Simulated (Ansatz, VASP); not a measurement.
**SiC5: VASP beside Ansatz**

```
Si C
1.0
     3.79099    0.00000    0.00000
     0.01030    4.03281    0.00000
     0.16666    0.96326    8.58687
Si C
2 10
Cartesian
  2.1673 4.0170 5.7244
  1.9390 4.2120 2.7603
  2.0236 2.7302 4.3039
  2.0516 2.5711 8.3999
  3.4746 1.6665 6.7270
  0.4109 2.9507 1.6434
  1.9552 1.0388 1.0750
  2.0217 1.4557 4.2057
  0.3165 4.6938 6.2257
  3.7821 3.8445 2.5415
  2.5601 2.6262 7.0883
  1.1154 2.2029 0.8262
```

Change from the starting cell: the structure that the rattled cell fell into.

Alike in both runs: task single point; functional PBE; k mesh 4 × 4 × 2; occupations gaussian, width 0.1 eV; no spin polarisation.

|  | VASP | Ansatz |
| --- | --- | --- |
| version | VASP 6.6.1 | Ansatz 0.2.0 |
| potentials or method | VASP PAW PBE potentials, release 64 (Si, C), cutoff 520 eV | scalar-relativistic, plane waves, PAW |
| valence electrons in the cell | 48 | 48 |

|  | VASP | Ansatz | Ansatz less VASP |
| --- | --- | --- | --- |
| gap on the k mesh at the Fermi level (eV) | none | none | - |
| pressure (GPa) | -0.4 | -0.5 | -0.15 |
| traceless stress, the component that is largest in VASP (GPa) | 3.65 | 3.52 | -0.132 |
| rms of the force components (eV/Å) | 0.716 | 0.728 | +0.0116 |

Atom by atom the forces differ by 0.040 eV/Å (rms over components). A gap of «none» marks a metal or a gap that the smearing closes.

The k mesh is coarse, so the values compare programs but aren't converged.
